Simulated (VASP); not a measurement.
# In (I4/mmm) in VASP: further runs, part 2 of 2

VASP 6.6.1.

## 4. Electric field gradients, LDA (27.21 Å³/atom)

This run uses another cell than the first one, of 27.21 Å³/atom.

INCAR

```
  PREC = Accurate
  ENCUT = 520
  EDIFF = 1E-8
  ISMEAR = -1
  SIGMA = 0.05
  LREAL = False
  LASPH = True
  NELM = 100
  ALGO = Normal
  ISIF = 2
  LWAVE = False
  LCHARG = False
  GGA = CA
  LEFG = True
  NBANDS = 12
```

KPOINTS

```
Automatic mesh
0
Gamma
  14 14 14
```

POSCAR

```
In
1.0
   -1.6475491645      1.6475491645      2.5065057071
    1.6475491645     -1.6475491645      2.5065057071
    1.6475491645      1.6475491645     -2.5065057071
In
1
Direct
    0.0000000000      0.0000000000      0.0000000000
```

Potentials or basis: VASP PAW LDA potentials, release 64 (In_d).

Launch:

```console
> cat potpaw_LDA.64/In_d/POTCAR > POTCAR
> mpirun -np 1 vasp_std > vasp.out
```

OUTCAR:

```text
PREC = Accurate
   ENCUT = 520
   EDIFF = 1E-8
   ISMEAR = -1
   LREAL = False
   LASPH = True
   NELM = 100
   ISIF = 2
   GGA = CA

 ion  position               nearest neighbor table
   1  0.000  0.000  0.000-

  LATTYP: Found a body centered tetragonal cell.
 ALAT       =     3.2950983290
 C/A-ratio  =     1.5213541187

  Lattice vectors:

 A1 = (  -1.6475491645,   1.6475491645,   2.5065057071)
 A2 = (   1.6475491645,  -1.6475491645,   2.5065057071)
 A3 = (   1.6475491645,   1.6475491645,  -2.5065057071)

Analysis of symmetry for initial positions (statically):
=====================================================================
 Subroutine PRICEL returns:
 Original cell was already a primitive cell.

 Routine SETGRP: Setting up the symmetry group for a
 body centered tetragonal supercell.

 Subroutine GETGRP returns: Found 16 space group operations
 (whereof 16 operations were pure point group operations)
 out of a pool of 16 trial point group operations.

The static configuration has the point symmetry D_4h.

Analysis of symmetry for dynamics (positions and initial velocities):
=====================================================================
 Subroutine PRICEL returns:
 Original cell was already a primitive cell.

 Routine SETGRP: Setting up the symmetry group for a
 body centered tetragonal supercell.

 Subroutine GETGRP returns: Found 16 space group operations
 (whereof 16 operations were pure point group operations)
 out of a pool of 16 trial point group operations.

The dynamic configuration has the point symmetry D_4h.

 Subroutine INISYM returns: Found 16 space group operations
 (whereof 16 operations are pure point group operations),
 and found     1 'primitive' translations

----------------------------------------------------------------------------------------

                                     Primitive cell

  volume of cell :      27.2148

  direct lattice vectors                    reciprocal lattice vectors
    -1.647549164  1.647549164  2.506505707     0.000000000  0.303481080  0.199480894
     1.647549164 -1.647549164  2.506505707     0.303481080  0.000000000  0.199480894
     1.647549164  1.647549164 -2.506505707     0.303481080  0.303481080  0.000000000

  length of vectors
     3.422193355  3.422193355  3.422193355     0.363171300  0.363171300  0.429187059

  position of ions in fractional coordinates (direct lattice)
     0.000000000  0.000000000  0.000000000

  ion indices of the primitive-cell ions
   primitive index   ion index
                 1           1

----------------------------------------------------------------------------------------

 KPOINTS: Automatic mesh

Automatic generation of k-mesh.
 Grid dimensions read from file:
 generate k-points for:   14   14   14

 Generating k-lattice:
[... 66 lines left out ...]
   IBRION =     -1    ionic relax: 0-MD 1-quasi-New 2-CG
   NFREE  =      0    steps in history (QN), initial steepest desc. (CG)
   ISIF   =      2    stress and relaxation
   ISYM   =      2    0-nonsym 1-usesym 2-fastsym
   POTIM  = 0.5000    time-step for ionic-motion
   TEBEG  =    0.0;   TEEND  =   0.0 temperature during run
   PSTRESS=    0.0 pullay stress
   NELECT =      13.0000    total number of electrons
   NUPDOWN=      -1.0000    fix difference up-down
   EMIN   =  10.00;   EMAX   =-10.00  energy-range for DOS
   EFERMI =   0.00;   METHOD = LEGACY
   ISMEAR =    -1;   SIGMA  =   0.05  broadening in eV -4-tet -1-fermi 0-gaus
   EFERMI_NEDOS =   21; number of points for ismear=-14 and -15
   IALGO  =     38    algorithm
   IMIX   =      4    mixing-type and parameters
     AMIX     =   0.40;   BMIX     =  1.00
     AMIX_MAG =   1.60;   BMIX_MAG =  1.00
  volume/ion in A,a.u.               =      27.21       183.65
  Fermi-wavevector in a.u.,A,eV,Ry     =   1.279737  2.418353 22.282633  1.637727
  Thomas-Fermi vector in A             =   2.412205
   LORBIT       =      0    0 simple, 1 ext, 2 COOP (PROOUT), +10 PAW based schemes
   GGA     = CA    functional components
   LHFCALC =     F    Hartree Fock is set to
   AEXX    =    0.0000 exact exchange contribution
   IVDW    =     0    specifies the selected vdW correction
   LEPSILON=     F    determine dielectric tensor
   LRPA    =     F    only Hartree local field effects (RPA)
 non-spin polarized calculation
  energy-cutoff  :      520.00
  volume of cell :       27.21
 maximum number of plane-waves:       752
 NGX is ok and might be reduce to    28
   NGX = 13   NGY = 13   NGZ = 13

 number of electron      12.9999998 magnetization

 Free energy of the ion-electron system (eV)
  ---------------------------------------------------
  ext. energy  EPLUGINS =         0.00000000
  ---------------------------------------------------
  free energy    TOTEN  =        -3.18687787 eV

  energy without entropy =       -3.18320971  energy(sigma->0) =       -3.18504379

 E-fermi :   6.7985     XC(G=0): -10.3406

 val. band max:        6.7539749171   @ k =   0.2857   0.1429   0.0714
 cond. band min:       6.8036209976   @ k =  -0.4286  -0.4286   0.2143
 fundamental gap:      0.0496460805
 Fermi energy:         6.7985129009

 k-point     1 :       0.0000    0.0000    0.0000
  band No.  band energies     occupation
      1      -7.8002      2.00000
      2      -7.7045      2.00000
      3      -7.7045      2.00000
      4      -7.6307      2.00000
      5      -7.5340      2.00000
      6      -2.5210      2.00000
      7      16.8431      0.00000
      8      16.8431      0.00000
      9      16.9795      0.00000
     10      18.3785      0.00000
     11      20.4454      0.00000
     12      20.5963      0.00000
[... 331 lines left out ...]
 k-point    24 :       0.2857    0.1429   -0.0000
  band No.  band energies     occupation
      1      -7.7423      2.00000
      2      -7.7202      2.00000
      3      -7.6603      2.00000
      4      -7.5457      2.00000
      5      -7.4965      2.00000
      6       0.2154      2.00000
      7       7.8130      0.00000
      8      11.8455      0.00000
      9      14.6324      0.00000
     10      17.5374      0.00000
     11      19.3480      0.00000
     12      20.8295      0.00000

 [... further k-points ...]
[... 5 lines left out ...]
  --------------------------------------------------------------------------------------
  -------------------------------------------------------------------------------------
  Total       -0.6944553     -0.6944553     -0.6315505      0.0000000     -0.0000000      0.0000000
  in kB      -40.8836252    -40.8836252    -37.1803245      0.0000000     -0.0000000      0.0000000
  external PRESSURE =     -39.6491917 kB  Pullay stress =       0.0000000 kB

 VOLUME and BASIS-vectors are now :
 -----------------------------------------------------------------------------
  energy-cutoff  :      520.00
  volume of cell :       27.21
      direct lattice vectors                 reciprocal lattice vectors
    -1.647549164  1.647549164  2.506505707     0.000000000  0.303481080  0.199480894
     1.647549164 -1.647549164  2.506505707     0.303481080  0.000000000  0.199480894
     1.647549164  1.647549164 -2.506505707     0.303481080  0.303481080  0.000000000

 POSITION                                       TOTAL-FORCE (eV/Angst)
 -----------------------------------------------------------------------------------
      0.00000      0.00000      0.00000         0.000000      0.000000      0.000000
 -----------------------------------------------------------------------------------
    total drift:                               -0.000000     -0.000000     -0.000000

  FREE ENERGIE OF THE ION-ELECTRON SYSTEM (eV)
  ---------------------------------------------------
  free  energy   TOTEN  =        -3.1868778650 eV

  energy  without entropy=       -3.1832097118  energy(sigma->0) =       -3.18504379

 Electric field gradients (V/A^2)
---------------------------------------------------------------------
 ion       V_xx      V_yy      V_zz      V_xy      V_xz      V_yz
---------------------------------------------------------------------
   1     -10.297   -10.297    20.594     0.001     0.001     0.001
---------------------------------------------------------------------

 Electric field gradients after diagonalization (V/A^2)
 (convention: |V_zz| > |V_xx| > |V_yy|)
----------------------------------------------------------------------
 ion       V_xx      V_yy      V_zz     asymmetry (V_yy - V_xx)/ V_zz
----------------------------------------------------------------------
   1     -10.298   -10.296    20.594       0.000
----------------------------------------------------------------------

           NMR quadrupolar parameters

 Cq : quadrupolar parameter    Cq=e*Q*V_zz/h
 eta: asymmetry parameters     (V_yy - V_xx)/ V_zz
 Q  : nuclear electric quadrupole moment in mb (millibarn)
----------------------------------------------------------------------
 ion       Cq(MHz)       eta       Q (mb)
----------------------------------------------------------------------
   1       0.050       0.000       1.000
----------------------------------------------------------------------
```

stdout:

```text
POSCAR found type information on POSCAR In
 POSCAR found :  1 types and       1 ions
 scaLAPACK will be used
 LDA part: xc-table for (Slater(with rela. corr.)+CA(PZ))
 , standard interpolation
 POSCAR, INCAR and KPOINTS ok, starting setup
 FFT: planning ... GRIDC
 FFT: planning ... GRID_SOFT
 FFT: planning ... GRID
 WAVECAR not read
 entering main loop
ion   1
```

Run time: 64 s. Hardware: 1 thread of Intel Xeon 6975P-C (Granite Rapids), shared host; peak memory 0.19 GiB.

What came out:

- Free energy: -3.1869 eV
- Pressure: -4.0 GPa
- Band gap on the k mesh: zero (an odd number of electrons rules out a gap without spin polarisation)
- Largest electric field gradient by atom: In +20.6 V/Å²

Levels at points of the mesh, in eV from the Fermi level:
| k point | band 4 | band 5 | band 6 | band 7 | band 8 | band 9 |
| --- | --- | --- | --- | --- | --- | --- |
| (0.00, 0.00, 0.00) | -14.43 | -14.33 | -9.32 | 10.04 | 10.04 | 10.18 |
| (0.50, 0.00, 0.00) | -14.25 | -14.22 | -4.37 | -3.20 | 7.19 | 8.71 |
| (0.50, 0.50, 0.00) | -14.24 | -14.15 | -1.86 | -1.86 | 3.37 | 3.81 |
| (0.50, 0.50, 0.50) | -14.21 | -14.21 | -3.06 | -2.54 | 4.55 | 4.55 |

Electric field gradients, principal values (V/Å²):
```tsv
atom	least	middle	greatest (by size)
1 In	-10.296	-10.298	20.594
```

Caveat: the cell stands under tension; without QUAD_EFG the Cq values of the log hold for a quadrupole moment of 1 mb, not for the nuclei; spin-orbit coupling is left out, which moves the levels of the heavy elements.
